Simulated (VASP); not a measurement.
# Cu (I4/mmm) in VASP: notebook

Runs on Cu. Level: PBEsol. Tasks: relaxation of cell and atoms, single point.

Program: VASP 6.6.1. These are calculated values, not measurements. Logs are shortened: lines on timing, memory, paths and dates and some standing lists are left out, and cuts for length are marked.

## 1. The cell of the first run

It takes space group I4/mmm (No. 139, tetragonal). The conventional cell has a = 2.886 Å, b = 2.886 Å, c = 2.752 Å, α = 90.00°, β = 90.00°, γ = 90.00°. Within 3.2 Å of Cu (site symmetry 4/mmm) lie 14 Cu at 2.46 to 2.89 Å.

## 2. Relaxation of cell and atoms, PBEsol

Input file INCAR:

```
SYSTEM = Cu
ALGO = Normal ; EDIFF = 1E-6
EDIFFG = -0.005 ; ENCUT = 600
GGA = PS ; IBRION = 2
ISIF = 3 ; ISMEAR = 0
LASPH = .True. ; LCHARG = .False.
LREAL = .False. ; LWAVE = .False.
NELM = 100 ; NSW = 100
PREC = Accurate ; SIGMA = 0.1
```

Input file KPOINTS:

```
k-points
0
Gamma
  20 20 20
  0 0 0
```

Input file POSCAR:

```
Cu
1.0
   -1.4427933200      1.4427933200      1.3760814500
    1.4427933200     -1.4427933200      1.3760814500
    1.4427933200      1.4427933200     -1.3760814500
Cu
1
Direct
    0.0000000000      0.0000000000      0.0000000000
```

Potentials or basis: VASP PAW PBE potentials, release 64 (Cu).

Run with:

```
cat potpaw_PBE.64/Cu/POTCAR > POTCAR
mpirun -np 1 vasp_std > vasp.out
```

OUTCAR:

```text
SYSTEM = Cu
   EDIFF = 1E-6
   EDIFFG = -0.005
   ENCUT = 600
   GGA = PS
   IBRION = 2
   ISIF = 3
   ISMEAR = 0
   LASPH = .True.
   LREAL = .False.
   NELM = 100
   NSW = 100
   PREC = Accurate

 ion  position               nearest neighbor table
   1  0.000  0.000  0.000-

  LATTYP: Found a body centered tetragonal cell.
 ALAT       =     2.8855866400
 C/A-ratio  =     0.9537620052

  Lattice vectors:

 A1 = (  -1.4427933200,   1.4427933200,   1.3760814500)
 A2 = (   1.4427933200,  -1.4427933200,   1.3760814500)
 A3 = (   1.4427933200,   1.4427933200,  -1.3760814500)

Analysis of symmetry for initial positions (statically):
=====================================================================
 Subroutine PRICEL returns:
 Original cell was already a primitive cell.

 Routine SETGRP: Setting up the symmetry group for a
 body centered tetragonal supercell.

 Subroutine GETGRP returns: Found 16 space group operations
 (whereof 16 operations were pure point group operations)
 out of a pool of 16 trial point group operations.

The static configuration has the point symmetry D_4h.

Analysis of symmetry for dynamics (positions and initial velocities):
=====================================================================
 Subroutine PRICEL returns:
 Original cell was already a primitive cell.

 Routine SETGRP: Setting up the symmetry group for a
 body centered tetragonal supercell.

 Subroutine GETGRP returns: Found 16 space group operations
 (whereof 16 operations were pure point group operations)
 out of a pool of 16 trial point group operations.

The dynamic configuration has the point symmetry D_4h.

 Subroutine INISYM returns: Found 16 space group operations
 (whereof 16 operations are pure point group operations),
 and found     1 'primitive' translations

----------------------------------------------------------------------------------------

                                     Primitive cell

  volume of cell :      11.4581

  direct lattice vectors                    reciprocal lattice vectors
    -1.442793320  1.442793320  1.376081450     0.000000000  0.346549983  0.363350585
     1.442793320 -1.442793320  1.376081450     0.346549983  0.000000000  0.363350585
     1.442793320  1.442793320 -1.376081450     0.346549983  0.346549983  0.000000000

  length of vectors
     2.461078074  2.461078074  2.461078074     0.502116060  0.502116060  0.490095685

  position of ions in fractional coordinates (direct lattice)
     0.000000000  0.000000000  0.000000000

  ion indices of the primitive-cell ions
   primitive index   ion index
                 1           1

----------------------------------------------------------------------------------------

 KPOINTS: k-points

Automatic generation of k-mesh.
 Grid dimensions read from file:
 generate k-points for:   20   20   20

 Generating k-lattice:

  Cartesian coordinates                     Fractional coordinates (reciprocal lattice)
     0.000000000  0.017327499  0.018167529     0.050000000 -0.000000000  0.000000000
     0.017327499  0.000000000  0.018167529    -0.000000000  0.050000000  0.000000000
     0.017327499  0.017327499  0.000000000     0.000000000  0.000000000  0.050000000

  Length of vectors
     0.025105803  0.025105803  0.024504784

  Shift w.r.t. Gamma in fractional coordinates (k-lattice)
     0.000000000  0.000000000  0.000000000

 Subroutine IBZKPT returns following result:
 ===========================================

 Found    641 irreducible k-points:

 Following reciprocal coordinates:
            Coordinates               Weight
  0.000000  0.000000  0.000000      1.000000
  0.050000 -0.000000  0.000000      8.000000
  0.100000 -0.000000  0.000000      8.000000
  0.150000 -0.000000  0.000000      8.000000
  0.200000 -0.000000  0.000000      8.000000
  0.250000 -0.000000  0.000000      8.000000
[... 16 lines left out ...]
 -0.400000  0.050000 -0.000000     16.000000
 -0.350000  0.050000  0.000000     16.000000
 [... further k-points ...]
   k-points           NKPTS =    641   k-points in BZ     NKDIM =    641   number of bands    NBANDS=      9
   number of dos      NEDOS =    301   number of ions     NIONS =      1
   total plane-waves  NPLWV =   8000
   dimension x,y,z NGX =    20 NGY =   20 NGZ =   20
   dimension x,y,z NGXF=    40 NGYF=   40 NGZF=   40
   ions per type =               1
   NGX,Y,Z   is equivalent  to a cutoff of  13.51, 13.51, 13.51 a.u.
   NGXF,Y,Z  is equivalent  to a cutoff of  27.02, 27.02, 27.02 a.u.
 SYSTEM =  Cu
   PREC   = accura    normal or accurate (medium, high low for compatibility)
   ISTART =      0    job   : 0-new  1-cont  2-samecut
   ICHARG =      2    charge: 1-file 2-atom 10-const
   ISPIN  =      1    spin polarized calculation?
   LNONCOLLINEAR =      F non collinear calculations
   LSORBIT =      F    spin-orbit coupling
   LASPH  =      T    aspherical Exc in radial PAW
   ENCUT  =  600.0 eV  44.10 Ry    6.64 a.u.   4.92  4.92  4.92*2*pi/ulx,y,z
   NELM   =    100;   NELMIN=  2; NELMDL= -5     # of ELM steps
   EDIFF  = 0.1E-05   stopping-criterion for ELM
   LREAL  =      F    real-space projection
   EDIFFG = -.5E-02   stopping-criterion for IOM
   NSW    =    100    number of steps for IOM
   IBRION =      2    ionic relax: 0-MD 1-quasi-New 2-CG
   NFREE  =      1    steps in history (QN), initial steepest desc. (CG)
   ISIF   =      3    stress and relaxation
   ISYM   =      2    0-nonsym 1-usesym 2-fastsym
   POTIM  = 0.5000    time-step for ionic-motion
   TEBEG  =    0.0;   TEEND  =   0.0 temperature during run
   PSTRESS=    0.0 pullay stress
   NELECT =      11.0000    total number of electrons
   NUPDOWN=      -1.0000    fix difference up-down
   EMIN   =  10.00;   EMAX   =-10.00  energy-range for DOS
   EFERMI =   0.00;   METHOD = LEGACY
   ISMEAR =     0;   SIGMA  =   0.10  broadening in eV -4-tet -1-fermi 0-gaus
   EFERMI_NEDOS =   21; number of points for ismear=-14 and -15
   IALGO  =     38    algorithm
   IMIX   =      4    mixing-type and parameters
     AMIX     =   0.40;   BMIX     =  1.00
     AMIX_MAG =   1.60;   BMIX_MAG =  1.00
  volume/ion in A,a.u.               =      11.46        77.32
  Fermi-wavevector in a.u.,A,eV,Ry     =   1.614984  3.051878 35.486359  2.608174
  Thomas-Fermi vector in A             =   2.709805
   LORBIT       =      0    0 simple, 1 ext, 2 COOP (PROOUT), +10 PAW based schemes
   GGA     = PS    functional components
   LHFCALC =     F    Hartree Fock is set to
   AEXX    =    0.0000 exact exchange contribution
   IVDW    =     0    specifies the selected vdW correction
   LEPSILON=     F    determine dielectric tensor
   LRPA    =     F    only Hartree local field effects (RPA)
 conjugate gradient relaxation of ions
 non-spin polarized calculation
 Gauss-broadening in eV      SIGMA  =   0.10
  energy-cutoff  :      600.00
  volume of cell :       11.46
 maximum number of plane-waves:       400
   NGX =  9   NGY =  9   NGZ =  9

--------------------------------------- Ionic step        1  -------------------------------------------

 number of electron      11.0000000 magnetization

 Free energy of the ion-electron system (eV)
  ---------------------------------------------------
  ext. energy  EPLUGINS =         0.00000000
  ---------------------------------------------------
  free energy    TOTEN  =        -4.26975927 eV

  energy without entropy =       -4.26750731  energy(sigma->0) =       -4.26863329

------------------------ aborting loop because EDIFF is reached ----------------------------------------

  FORCE on cell =-STRESS in cart. coord.  units (eV):
  Direction    XX          YY          ZZ          XY          YZ          ZX
  --------------------------------------------------------------------------------------
  -------------------------------------------------------------------------------------
  Total       -0.0300025     -0.0300025     -0.0687590      0.0000000      0.0000000      0.0000000
  in kB       -4.1952228     -4.1952228     -9.6145218      0.0000000      0.0000000      0.0000000
  external PRESSURE =      -6.0016558 kB  Pullay stress =       0.0000000 kB
[... 265 lines left out ...]
  energy  without entropy=       -4.2678071525  energy(sigma->0) =       -4.26891772

--------------------------------------- Ionic step        9  -------------------------------------------

 number of electron      11.0000005 magnetization

 Free energy of the ion-electron system (eV)
  ---------------------------------------------------
  ext. energy  EPLUGINS =         0.00000000
  ---------------------------------------------------
  free energy    TOTEN  =        -4.27003066 eV

  energy without entropy =       -4.26782650  energy(sigma->0) =       -4.26892858

 E-fermi :   7.8217     XC(G=0): -13.1076

 val. band max:        7.8172854146   @ k =  -0.1500  -0.4000   0.1500
 cond. band min:       7.8256375174   @ k =   0.5000   0.2000   0.1500
 fundamental gap:      0.0083521028
 Fermi energy:         7.8216861361

 k-point     1 :       0.0000    0.0000    0.0000
  band No.  band energies     occupation
      1      -1.8188      2.00000
      2       4.4511      2.00000
      3       4.7067      2.00000
      4       4.7067      2.00000
      5       5.5304      2.00000
      6       5.8026      2.00000
      7      32.5367      0.00000
      8      32.5367      0.00000
      9      34.1947      0.00000
[... 265 lines left out ...]
 k-point    24 :      -0.3500    0.0500    0.0000
  band No.  band energies     occupation
      1       1.7501      2.00000
      2       3.9870      2.00000
      3       4.7194      2.00000
      4       5.6300      2.00000
      5       5.7567      2.00000
      6       5.9855      2.00000
      7      18.4377      0.00000
      8      25.2864      0.00000
      9      26.8866      0.00000

 [... further k-points ...]
[... 5 lines left out ...]
  --------------------------------------------------------------------------------------
  -------------------------------------------------------------------------------------
  Total        0.0001188      0.0001188     -0.0022329      0.0000000      0.0000000      0.0000000
  in kB        0.0166686      0.0166686     -0.3133388      0.0000000      0.0000000      0.0000000
  external PRESSURE =      -0.0933339 kB  Pullay stress =       0.0000000 kB
[... 16 lines left out ...]
  FREE ENERGIE OF THE ION-ELECTRON SYSTEM (eV)
  ---------------------------------------------------
  free  energy   TOTEN  =        -4.2700306601 eV

  energy  without entropy=       -4.2678265037  energy(sigma->0) =       -4.26892858

 reached required accuracy - stopping structural energy minimisation
```

Run time: 3 min. Hardware: 1 thread of Intel Xeon 6975P-C, shared host; peak memory 0.22 GiB.

What came out:

```yaml
Free_energy: -4.2700 eV
Relaxed_volume: 11.42 Å³/atom
Relaxed_cell: a = 2.459 Å, b = 2.459 Å, c = 2.459 Å, α = 107.88°, β = 107.88°, γ = 112.71°
Space_group_after_relaxing_to_0.05_Å: I4/mmm (No. 139)
Energy_gained_by_relaxing: 0.3 meV/atom
Ionic_steps: 9
Pressure_after_relaxing: 0.0 GPa
```

The path:
| step | energy change (eV) | largest force (eV/Å) | pressure (GPa) | volume (Å³) |
| --- | --- | --- | --- | --- |
| 1 | 0.0000 | 0.0000 | -0.60 | 11.46 |
| 2 | -0.0001 | 0.0000 | 0.36 | 11.39 |
| 3 | -0.0001 | 0.0000 | 0.15 | 11.40 |
| 4 | -0.0001 | 0.0000 | 0.09 | 11.41 |
| 5 | -0.0002 | 0.0000 | 0.06 | 11.41 |
| 6 | -0.0002 | 0.0000 | 0.01 | 11.41 |
| 7 | -0.0003 | 0.0000 | -0.11 | 11.42 |
| 8 | -0.0003 | 0.0000 | -0.05 | 11.42 |
| 9 | -0.0003 | 0.0000 | -0.01 | 11.42 |

Final structure:
```
CELL_PARAMETERS angstrom
-1.44746 1.44746 1.36237
1.44746 -1.44746 1.36237
1.44746 1.44746 -1.36237
ATOMIC_POSITIONS crystal
Cu 0.00000 0.00000 0.00000
```

Caveat: the PAW data sets were made with another functional, which shifts forces and pressure a little.

## 3. Single point, PBEsol (volume scaled by 0.88, then relaxed in part)

Input file INCAR:

```
SYSTEM = Cu
ALGO = Normal
EDIFF = 1E-6
ENCUT = 520
GGA = PS
ISIF = 2
ISMEAR = 0
LASPH = .True.
LCHARG = .False.
LREAL = .False.
LWAVE = .False.
NBANDS = 12
NELM = 60
PREC = Accurate
SIGMA = 0.1
```

KPOINTS is that of step 2.

Input file POSCAR:

```
Cu
1.0
   -1.3730492944      1.3730492944      1.3256914402
    1.3730492944     -1.3730492944      1.3256914402
    1.3730492944      1.3730492944     -1.3256914402
Cu
1
Direct
    0.0000000000      0.0000000000      0.0000000000
```

Potentials or basis: VASP PAW PBE potentials, release 64 (Cu).

Run with:

```
cat potpaw_PBE.64/Cu/POTCAR > POTCAR
mpirun -np 1 vasp_std > vasp.out
```

Run time: 35 s. Hardware: 1 thread of AMD EPYC 9R45 (Zen 5), shared host; peak memory 0.15 GiB.

It converged, with:

```yaml
Free_energy: -4.1535 eV
Pressure: 29.7 GPa
```

Levels at points of the mesh, in eV from the Fermi level:
| k point | band 2 | band 3 | band 4 | band 5 | band 6 | band 7 | band 8 | band 9 | band 10 | band 11 |
| --- | --- | --- | --- | --- | --- | --- | --- | --- | --- | --- |
| (0.00, 0.00, 0.00) | -3.85 | -3.67 | -3.67 | -2.53 | -2.34 | 26.28 | 26.28 | 27.22 | 31.21 | 31.96 |
| (0.50, 0.00, 0.00) | -4.73 | -2.45 | -2.22 | -1.48 | -1.01 | 5.42 | 18.51 | 19.28 | 23.15 | 26.99 |
| (0.50, 0.50, 0.00) | -4.51 | -2.61 | -2.33 | -1.50 | -1.31 | 5.00 | 19.45 | 20.46 | 24.07 | 27.82 |
| (0.50, 0.50, 0.50) | -5.72 | -1.72 | -1.72 | -1.67 | 8.41 | 8.41 | 9.91 | 14.50 | 15.17 | 19.21 |

Caveat: the cell differs from its parent crystal (volume scaled by 0.88, then relaxed in part); the PAW data sets were made with another functional, which shifts forces and pressure a little.

## 4. Single point, PBEsol (volume scaled by 0.91, then relaxed in part)

Input file INCAR:

```
SYSTEM = Cu
  PREC = Accurate
  ENCUT = 520
  EDIFF = 1E-6
  ISMEAR = 0
  SIGMA = 0.1
  LREAL = .FALSE.
  LASPH = .TRUE.
  NELM = 60
  ALGO = Normal
  ISIF = 2
  LWAVE = .FALSE.
  LCHARG = .FALSE.
  GGA = PS
  NBANDS = 12
```

Input file KPOINTS:

```
Automatic mesh
0
G
  20 20 20
  0 0 0
```

Input file POSCAR:

```
Cu
1.0
   -1.3924943782      1.3924943782      1.3328661231
    1.3924943782     -1.3924943782      1.3328661231
    1.3924943782      1.3924943782     -1.3328661231
Cu
1
Direct
    0.0000000000      0.0000000000      0.0000000000
```

Potentials or basis: VASP PAW PBE potentials, release 64 (Cu).

Run with:

```
cat potpaw_PBE.64/Cu/POTCAR > POTCAR
mpirun -np 1 vasp_std > vasp.out
```

OUTCAR:

```text
SYSTEM = Cu
   PREC = Accurate
   ENCUT = 520
   EDIFF = 1E-6
   ISMEAR = 0
   LREAL = .FALSE.
   LASPH = .TRUE.
   NELM = 60
   ISIF = 2
   GGA = PS

 ion  position               nearest neighbor table
   1  0.000  0.000  0.000-

  LATTYP: Found a body centered tetragonal cell.
 ALAT       =     2.7849887564
 C/A-ratio  =     0.9571788181

  Lattice vectors:

 A1 = (  -1.3924943782,   1.3924943782,   1.3328661231)
 A2 = (   1.3924943782,  -1.3924943782,   1.3328661231)
 A3 = (   1.3924943782,   1.3924943782,  -1.3328661231)

Analysis of symmetry for initial positions (statically):
=====================================================================
 Subroutine PRICEL returns:
 Original cell was already a primitive cell.

 Routine SETGRP: Setting up the symmetry group for a
 body centered tetragonal supercell.

 Subroutine GETGRP returns: Found 16 space group operations
 (whereof 16 operations were pure point group operations)
 out of a pool of 16 trial point group operations.

The static configuration has the point symmetry D_4h.

Analysis of symmetry for dynamics (positions and initial velocities):
[... 161 lines left out ...]
 cond. band min:       9.2063936022   @ k =   0.3000   0.1000   0.1000
 fundamental gap:      0.0142725818
 Fermi energy:         9.1940961560

 k-point     1 :       0.0000    0.0000    0.0000
  band No.  band energies     occupation
      1      -1.2832      2.00000
      2       5.4668      2.00000
      3       5.6785      2.00000
      4       5.6785      2.00000
      5       6.7185      2.00000
      6       6.9455      2.00000
      7      35.0703      0.00000
      8      35.0703      0.00000
      9      36.2515      0.00000
     10      39.7745      0.00000
     11      40.4719      0.00000
     12      40.5453      0.00000
[... 331 lines left out ...]
 k-point    24 :      -0.3500    0.0500    0.0000
  band No.  band energies     occupation
      1       2.4698      2.00000
      2       4.8939      2.00000
      3       5.6913      2.00000
      4       6.7618      2.00000
      5       6.9357      2.00000
      6       7.1907      2.00000
      7      20.4286      0.00000
      8      27.8679      0.00000
      9      29.6134      0.00000
     10      33.1473      0.00000
     11      36.5638      0.00000
     12      43.2972      0.00000

 [... further k-points ...]
[... 5 lines left out ...]
  --------------------------------------------------------------------------------------
  -------------------------------------------------------------------------------------
  Total        1.3204075      1.3204075      1.3173289      0.0000000      0.0000000      0.0000000
  in kB      204.6374641    204.6374641    204.1603355      0.0000000      0.0000000      0.0000000
  external PRESSURE =     204.4784212 kB  Pullay stress =       0.0000000 kB

 VOLUME and BASIS-vectors are now :
 -----------------------------------------------------------------------------
  energy-cutoff  :      520.00
  volume of cell :       10.34
      direct lattice vectors                 reciprocal lattice vectors
    -1.392494378  1.392494378  1.332866123     0.000000000  0.359067877  0.375131449
     1.392494378 -1.392494378  1.332866123     0.359067877  0.000000000  0.375131449
     1.392494378  1.392494378 -1.332866123     0.359067877  0.359067877  0.000000000

 POSITION                                       TOTAL-FORCE (eV/Angst)
 -----------------------------------------------------------------------------------
      0.00000      0.00000      0.00000         0.000000      0.000000      0.000000
 -----------------------------------------------------------------------------------
    total drift:                                0.000000     -0.000000      0.000000

  FREE ENERGIE OF THE ION-ELECTRON SYSTEM (eV)
  ---------------------------------------------------
  free  energy   TOTEN  =        -4.2068910546 eV

  energy  without entropy=       -4.2048337246  energy(sigma->0) =       -4.20586239
```

It took 35 s on 1 thread of AMD EPYC 9R45 (Zen 5), shared host; peak memory 0.15 GiB.

Results:

```
Free energy : -4.2069 eV
Pressure    : 20.4 GPa
```

Caveat: the cell differs from its parent crystal (volume scaled by 0.91, then relaxed in part); the PAW data sets were made with another functional, which shifts forces and pressure a little.

## 5. The runs side by side

| task | cell | cutoff (eV) | gap on the mesh (eV) | pressure (GPa) |
| --- | --- | --- | --- | --- |
| relaxation of cell and atoms | relaxed from a = 2.461 Å, angles 108.2, 108.2, 112.0°, 1 atom | 600 | none | 0.0 |
| single point | a = 2.351 Å, angles 108.5, 108.5, 111.4°, 1 atom | 520 | none | 29.7 |
| single point | a = 2.378 Å, angles 108.3, 108.3, 111.8°, 1 atom | 520 | none | 20.4 |

Alike in all rows: level PBEsol; potentials or basis VASP PAW PBE potentials, release 64 (Cu); no spin polarisation; k mesh 20 × 20 × 20; smearing gaussian 0.1 eV.

Caveats: the PAW data sets were made with another functional, which shifts forces and pressure a little.

Total energies depend on the potentials used, so only differences within one code and one set of settings carry meaning.
